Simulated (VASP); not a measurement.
# TiMoSe4 (F-43m) in VASP: a series of runs, part 2 of 2

VASP 6.6.1. Earlier steps stand in the parts before.

## 3. Single point, PBE, collinear spin, ferromagnetic start

This run uses another cell than the first one, of 19.71 Å³/atom, 1.004 times its volume.

INCAR

```
SYSTEM = TiMoSe4
  PREC = Accurate
  ENCUT = 520
  EDIFF = 1E-6
  ISMEAR = 0
  SIGMA = 0.15
  LREAL = .False.
  LASPH = .True.
  NELM = 150
  ALGO = Normal
  ISIF = 2
  LWAVE = .False.
  LCHARG = .False.
  ISPIN = 2
  MAGMOM = 1 1 0 0 0 0
  LORBIT = 11
  LMAXMIX = 4
  GGA = PE
  NBANDS = 38
```

KPOINTS

```
regular mesh
0
Gamma
  3 3 3
  0 0 0
```

POSCAR

```
TiMoSe4
1.0
    0.0000000000      3.8959108949      3.8959108949
    3.8959108949      0.0000000000      3.8959108949
    3.8959108949      3.8959108949      0.0000000000
Ti Mo Se
1 1 4
Direct
    0.2500000000      0.2500000000      0.2500000000
    0.0000000000      0.0000000000      0.0000000000
    0.6248098022      0.1255705934      0.6248098022
    0.1255705934      0.6248098022      0.6248098022
    0.6248098022      0.6248098022      0.6248098022
    0.6248098022      0.6248098022      0.1255705934
```

Potentials or basis: VASP PAW PBE potentials, release 64 (Ti_sv, Mo_sv, Se).

On the command line:

```bash
cat potpaw_PBE.64/Ti_sv/POTCAR potpaw_PBE.64/Mo_sv/POTCAR potpaw_PBE.64/Se/POTCAR > POTCAR
mpirun -np 1 vasp_std > vasp.out
```

OUTCAR:

```text
SYSTEM = TiMoSe4
   PREC = Accurate
   ENCUT = 520
   EDIFF = 1E-6
   ISMEAR = 0
   LREAL = .False.
   LASPH = .True.
   NELM = 150
   ISIF = 2
   ISPIN = 2
   LORBIT = 11
   GGA = PE

 ion  position               nearest neighbor table
   1  0.250  0.250  0.250-
   2  0.000  0.000  0.000-
   3  0.625  0.126  0.625-   4 2.75   5 2.75   6 2.75   4 2.76   6 2.76   5 2.76
   4  0.126  0.625  0.625-   3 2.75   5 2.75   6 2.75   3 2.76   6 2.76   5 2.76
   5  0.625  0.625  0.625-   3 2.75   4 2.75   6 2.75   4 2.76   3 2.76   6 2.76
   6  0.625  0.625  0.126-   3 2.75   4 2.75   5 2.75   3 2.76   4 2.76   5 2.76

  LATTYP: Found a face centered cubic cell.
 ALAT       =     7.7918217898

  Lattice vectors:

 A1 = (   0.0000000000,   3.8959108949,   3.8959108949)
 A2 = (   3.8959108949,   0.0000000000,   3.8959108949)
 A3 = (   3.8959108949,   3.8959108949,   0.0000000000)

Analysis of symmetry for initial positions (statically):
=====================================================================
 Subroutine PRICEL returns:
 Original cell was already a primitive cell.

 Routine SETGRP: Setting up the symmetry group for a
 face centered cubic supercell.

 Subroutine GETGRP returns: Found 24 space group operations
 (whereof 24 operations were pure point group operations)
 out of a pool of 48 trial point group operations.

The static configuration has the point symmetry T_d .

Analysis of symmetry for dynamics (positions and initial velocities):
=====================================================================
 Subroutine PRICEL returns:
 Original cell was already a primitive cell.

 Routine SETGRP: Setting up the symmetry group for a
 face centered cubic supercell.

 Subroutine GETGRP returns: Found 24 space group operations
 (whereof 24 operations were pure point group operations)
 out of a pool of 48 trial point group operations.

The dynamic configuration has the point symmetry T_d .
[... 154 lines left out ...]
 Fermi energy:         7.2984412767

 spin component 1

 k-point     1 :       0.0000    0.0000    0.0000
  band No.  band energies     occupation
      1     -54.3225      1.00000
      2     -50.0246      1.00000
      3     -28.4417      1.00000
      4     -28.4417      1.00000
      5     -28.4417      1.00000
      6     -26.2712      1.00000
[... 149 lines left out ...]
     36      10.7647      0.00000
     37      11.7082      0.00000
 Fermi energy:         7.2984412767

 spin component 2

 k-point     1 :       0.0000    0.0000    0.0000
  band No.  band energies     occupation
      1     -53.2300      1.00000
      2     -50.7581      1.00000
      3     -27.2360      1.00000
      4     -27.2360      1.00000
      5     -27.2360      1.00000
      6     -27.0020      1.00000
[... 149 lines left out ...]
     36      10.9305      0.00000
     37      11.8196      0.00000
 [bands above 37 left out]

------------------------ aborting loop because EDIFF is reached ----------------------------------------

  FORCE on cell =-STRESS in cart. coord.  units (eV):
  Direction    XX          YY          ZZ          XY          YZ          ZX
  --------------------------------------------------------------------------------------
  -------------------------------------------------------------------------------------
  Total       -0.0085862     -0.0085862     -0.0085862     -0.0000000     -0.0000000     -0.0000000
  in kB       -0.1163197     -0.1163197     -0.1163197     -0.0000000     -0.0000000     -0.0000000
  external PRESSURE =      -0.1163197 kB  Pullay stress =       0.0000000 kB

 VOLUME and BASIS-vectors are now :
 -----------------------------------------------------------------------------
  energy-cutoff  :      520.00
  volume of cell :      118.27
      direct lattice vectors                 reciprocal lattice vectors
     0.000000000  3.895910895  3.895910895    -0.128339691  0.128339691  0.128339691
     3.895910895  0.000000000  3.895910895     0.128339691 -0.128339691  0.128339691
     3.895910895  3.895910895  0.000000000     0.128339691  0.128339691 -0.128339691

 POSITION                                       TOTAL-FORCE (eV/Angst)
 -----------------------------------------------------------------------------------
      1.94796      1.94796      1.94796        -0.000000     -0.000000     -0.000000
      0.00000      0.00000      0.00000        -0.000000     -0.000000     -0.000000
      2.92342      4.86841      2.92342         0.012870     -0.012870      0.012870
      4.86841      2.92342      2.92342        -0.012870      0.012870      0.012870
      4.86841      4.86841      4.86841        -0.012870     -0.012870     -0.012870
      2.92342      2.92342      4.86841         0.012870      0.012870     -0.012870
 -----------------------------------------------------------------------------------
    total drift:                               -0.000000     -0.000000      0.000000

  FREE ENERGIE OF THE ION-ELECTRON SYSTEM (eV)
  ---------------------------------------------------
  free  energy   TOTEN  =       -27.0408716318 eV

  energy  without entropy=      -26.9715306271  energy(sigma->0) =      -27.00620113

 total charge

# of ion       s       p       d       tot
------------------------------------------
    1        2.126   6.005   1.857   9.988
    2        2.198   6.019   3.815  12.033
    3        1.551   2.092   0.093   3.737
    4        1.551   2.092   0.093   3.737
    5        1.551   2.092   0.093   3.737
    6        1.551   2.092   0.093   3.737
--------------------------------------------------
tot         10.529  20.394   6.046  36.969

 magnetization (x)

# of ion       s       p       d       tot
------------------------------------------
    1       -0.005  -0.002  -0.729  -0.735
    2        0.043   0.013   1.626   1.682
    3        0.003  -0.011   0.002  -0.006
    4        0.003  -0.011   0.002  -0.006
    5        0.003  -0.011   0.002  -0.006
    6        0.003  -0.011   0.002  -0.006
--------------------------------------------------
tot          0.051  -0.033   0.904   0.923
```

OSZICAR:

```text
N       E                     dE             d eps       ncg     rms          rms(c)
DAV:   1     0.465943325591E+03    0.46594E+03   -0.22969E+04   608   0.129E+03
DAV:   2     0.167956288946E+02   -0.44915E+03   -0.42862E+03   646   0.358E+02
[... 12 lines left out ...]
DAV:  15    -0.270395017315E+02   -0.65864E-02   -0.50472E-02   750   0.640E-01    0.187E-01
DAV:  16    -0.270407942690E+02   -0.12925E-02   -0.16719E-02   788   0.371E-01    0.945E-02
DAV:  17    -0.270408403677E+02   -0.46099E-04   -0.55280E-04   692   0.114E-01    0.594E-02
DAV:  18    -0.270408673550E+02   -0.26987E-04   -0.26010E-04   720   0.594E-02    0.281E-02
DAV:  19    -0.270408725199E+02   -0.51649E-05   -0.17309E-05   660   0.165E-02    0.163E-02
DAV:  20    -0.270408716318E+02    0.88810E-06   -0.40418E-06   518   0.788E-03
   1 F= -.27040872E+02 E0= -.27006201E+02  d E =-.693410E-01  mag=     1.0658
```

stdout:

```text
POSCAR found type information on POSCAR TiMoSe
 POSCAR found :  3 types and       6 ions
 scaLAPACK will be used
 LDA part: xc-table for (Slater+PW92), standard interpolation
 POSCAR, INCAR and KPOINTS ok, starting setup
 FFT: planning ... GRIDC
 FFT: planning ... GRID_SOFT
 FFT: planning ... GRID
 WAVECAR not read
 entering main loop
```

Run time: 54 s. Hardware: 1 thread of AMD EPYC 9R45 (Zen 5), shared host; peak memory 0.29 GiB.

What came out:

```
Free energy                                           : -27.0409 eV
Pressure                                              : 0.0 GPa
Largest force                                         : 0.022 eV/Å
Net moment                                            : 1.07 μB per cell
Site moments                                          : Ti -0.73; Mo +1.68; Se -0.01 μB
Valence electrons inside the program's atomic spheres : Ti 9.99; Mo 12.03; Se 3.74
```

Forces in eV/Å, atoms in the order of the input:
```
Ti   0.000  0.000  0.000
Mo   0.000  0.000  0.000
Se   0.013 -0.013  0.013
Se  -0.013  0.013  0.013
Se  -0.013 -0.013 -0.013
Se   0.013  0.013 -0.013
```

Caveat: the k points lie up to 0.47 Å⁻¹ apart.

## 4. Single point, PBE, collinear spin, ferromagnetic start

This run uses another cell than the first one, of 19.92 Å³/atom, 1.014 times its volume.

INCAR

```
PREC = Accurate
ENCUT = 520
EDIFF = 1E-7
ISMEAR = 0
SIGMA = 0.15
LREAL = F
LASPH = T
NELM = 150
ALGO = Normal
ISIF = 2
LWAVE = F
LCHARG = T
ISPIN = 2
MAGMOM = 1 1 0 0 0 0
LORBIT = 11
LMAXMIX = 4
GGA = PE
LELF = T
LVHAR = T
NBANDS = 38
```

KPOINTS

```
regular mesh
0
Gamma
  3 3 3
```

POSCAR

```
TiMoSe4
1.0
    0.0000000000      3.9095196534      3.9095196534
    3.9095196534      0.0000000000      3.9095196534
    3.9095196534      3.9095196534      0.0000000000
Ti Mo Se
1 1 4
Direct
    0.7500000000      0.7500000000      0.7500000000
    0.0000000000      0.0000000000      0.0000000000
    0.8749507019      0.3750164327      0.3750164327
    0.3750164327      0.3750164327      0.3750164327
    0.3750164327      0.8749507019      0.3750164327
    0.3750164327      0.3750164327      0.8749507019
```

On the command line:

```bash
cat potpaw_PBE.64/Ti_sv/POTCAR potpaw_PBE.64/Mo_sv/POTCAR potpaw_PBE.64/Se/POTCAR > POTCAR
mpirun -np 1 vasp_std > vasp.out
```

Wall time 63 s (1 thread of AMD EPYC 9R45 (Zen 5), shared host); peak memory 0.29 GiB.

It converged, with:

* Free energy: -27.0389 eV
* Pressure: -0.4 GPa
* Largest force: 0.068 eV/Å
* Net moment: 1.16 μB per cell
* Site moments: Ti -0.80; Mo +1.82; Se -0.00 μB
* Valence electrons inside the program's atomic spheres: Ti 9.98; Mo 12.03; Se 3.73

Forces on the atoms (eV/Å):
```
Ti   0.000  0.000  0.000
Mo   0.000  0.000  0.000
Se   0.039 -0.039 -0.039
Se   0.039  0.039  0.039
Se  -0.039  0.039 -0.039
Se  -0.039 -0.039  0.039
```

Levels at points of the mesh, in eV from the Fermi level:
Spin up:
```tsv
k point	band 22	band 23	band 24	band 25	band 26	band 27	band 28	band 29
(0.00, 0.00, 0.00)	-0.88	0.13	0.13	1.31	1.31	1.31	1.40	1.40
```
Spin down:
| k point | band 20 | band 21 | band 22 | band 23 | band 24 | band 25 | band 26 | band 27 |
| --- | --- | --- | --- | --- | --- | --- | --- | --- |
| (0.00, 0.00, 0.00) | -0.45 | -0.45 | -0.45 | 0.81 | 0.81 | 1.22 | 1.22 | 1.22 |

Caveat: the k points lie up to 0.46 Å⁻¹ apart.

## 5. The runs side by side

| cell | gap on the mesh (eV) | pressure (GPa) | moment (μB) | largest force (eV/Å) |
| --- | --- | --- | --- | --- |
| a = 5.503 Å, angles 60.0°, 6 atoms | none | 0.2 | 1.03 | 0.07 |
| a = 5.510 Å, angles 60.0°, 6 atoms | none | 0.0 | 1.07 | 0.02 |
| a = 5.529 Å, angles 60.0°, 6 atoms | none | -0.4 | 1.16 | 0.07 |

Alike in all rows: task single point; level PBE; potentials or basis VASP PAW PBE potentials, release 64 (Ti_sv, Mo_sv, Se); spin collinear, ferromagnetic start; k mesh 3 × 3 × 3; cutoff (eV) 520; smearing gaussian 0.15 eV.

Caveats: all runs use coarse meshes.

Total energies depend on the potentials used, so only differences within one code and one set of settings carry meaning.
